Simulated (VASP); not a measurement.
Input of a VASP 6.6.1 run:

Contents of INCAR:

```
SYSTEM = Ga2O3
PREC = Accurate ; ENCUT = 520
EDIFF = 1E-6 ; ISMEAR = 0
SIGMA = 0.05 ; LREAL = .FALSE.
LASPH = .TRUE. ; NELM = 100
ALGO = Normal ; ISIF = 2
LWAVE = .FALSE. ; LCHARG = .TRUE.
GGA = PE ; LELF = .TRUE.
LVHAR = .TRUE. ; NBANDS = 55
```

Contents of KPOINTS:

```
Automatic mesh
0
G
  6 6 6
  0 0 0
```

Contents of POSCAR:

```
Ga2O3
1.0
    2.6551607838      1.5329577933      4.7680869745
   -2.6551607838      1.5329577933      4.7680869745
    0.0000000000     -3.0659155866      4.7680869745
Ga O
4 6
Direct
    0.3558687539      0.3558687539      0.3558687539
    0.1441312461      0.1441312461      0.1441312461
    0.6441312461      0.6441312461      0.6441312461
    0.8558687539      0.8558687539      0.8558687539
    0.5531733332      0.9468266668      0.2500000000
    0.2500000000      0.5531733332      0.9468266668
    0.9468266668      0.2500000000      0.5531733332
    0.4468266668      0.0531733332      0.7500000000
    0.7500000000      0.4468266668      0.0531733332
    0.0531733332      0.7500000000      0.4468266668
```

Potentials or basis: VASP PAW PBE potentials, release 64 (Ga_d, O).

Launch:

```sh
$ cat potpaw_PBE.64/Ga_d/POTCAR potpaw_PBE.64/O/POTCAR > POTCAR
$ mpirun -np 1 vasp_std > vasp.out
```

Question: What does it give for the largest force?

Answer: 0.017 eV/Å.

Question: Estimate the band gap on the k mesh.

Answer: 1.01 eV (least direct gap 1.19 eV).

Forces in eV/Å, atoms in the order of the input:
```
Ga   0.000  0.000  0.003
Ga   0.000  0.000 -0.003
Ga   0.000  0.000 -0.003
Ga   0.000  0.000  0.003
O   -0.017  0.000  0.000
O    0.009 -0.015  0.000
O    0.009  0.015  0.000
O    0.017  0.000  0.000
O   -0.009  0.015  0.000
O   -0.009 -0.015  0.000
```

Caveat: the cell differs from its parent crystal (strain +0.050 along x and y, +0.050 along z); the cell stands under tension. A k mesh can miss the band edges.
